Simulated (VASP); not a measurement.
SiNi, 4 atoms in the cell. Symmetry: Pmmn, No. 59, orthorhombic system. The conventional cell has a = 2.986 Å, b = 3.229 Å, c = 4.634 Å, α = 90.00°, β = 90.00°, γ = 90.00°. Si (site symmetry mm2) has 6 Ni at 2.31 to 2.36 Å and 6 Si at 2.64 to 2.99 Å within 3.1 Å. Within 3.1 Å of Ni (site symmetry mm2) lie 6 Si at 2.31 to 2.36 Å and 6 Ni at 2.63 to 2.99 Å. 

```yaml
Program: VASP 6.6.1
Task: single point
Functional: LDA
Potentials_or_basis: VASP PAW LDA potentials, release 64 (Si, Ni)
Cutoff: 520 eV
k_mesh: 11 × 10 × 7
Occupations: fermi-dirac, width 0.05 eV
Spin: collinear spin, ferromagnetic start
Starting_moments: "[0.0, 0.0, 1.5, 1.5] μB"
Dipole_correction: no
Further_INCAR_settings: ALGO = Normal; EDIFF = 1e-07; NBANDS = 26
```

Potentials or basis: VASP PAW LDA potentials, release 64 (Si, Ni).

The run is started by

```bash
$ cat potpaw_LDA.64/Si/POTCAR potpaw_LDA.64/Ni/POTCAR > POTCAR
$ mpirun -np 1 vasp_std > vasp.out
```

Hardware: 1 thread of Intel(R) Xeon(R) 6975P-C (Granite Rapids), on a shared host.

Q: Estimate the wall time of this run.

A: Wall time 98 s on 1 thread of Intel(R) Xeon(R) 6975P-C (Granite Rapids) (shared host), peak memory 0.32 GiB. Counts: scf iterations 16, k points 144.
